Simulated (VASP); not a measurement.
Input of a VASP 6.6.1 run:

File INCAR:

```
SYSTEM = BaS
PREC = Accurate
ENCUT = 500
EDIFF = 1E-6
ISMEAR = 0
SIGMA = 0.02
LREAL = .FALSE.
LASPH = .TRUE.
NELM = 120
ALGO = Normal
ISIF = 2
LWAVE = .FALSE.
LCHARG = .FALSE.
GGA = PE
NBANDS = 15
GGA_COMPAT = .FALSE.
```

KPOINTS

```
regular mesh
0
G
  8 8 8
  0 0 0
```

The input POSCAR:

```
BaS
1.0
    0.0000000000      3.3071281250      3.3071281250
    3.3071281250      0.0000000000      3.3071281250
    3.3071281250      3.3071281250      0.0000000000
Ba S
1 1
Direct
    0.0000000000      0.0000000000      0.0000000000
    0.5000000000      0.5000000000      0.5000000000
```

Potentials or basis: VASP PAW PBE potentials, release 64 (Ba_sv, S).

Launch:

```sh
$ cat potpaw_PBE.64/Ba_sv/POTCAR potpaw_PBE.64/S/POTCAR > POTCAR
$ mpirun -np 1 vasp_std > vasp.out
```

Question: Predict the pressure.

Answer: -2.6 GPa.

Question: Predict the band gap on the k mesh.

Answer: 2.25 eV (least direct gap 2.43 eV).

Caveat: the cell differs from its parent crystal (strained); spin-orbit coupling is left out, which moves the levels of the heavy elements. A k mesh can miss the band edges.
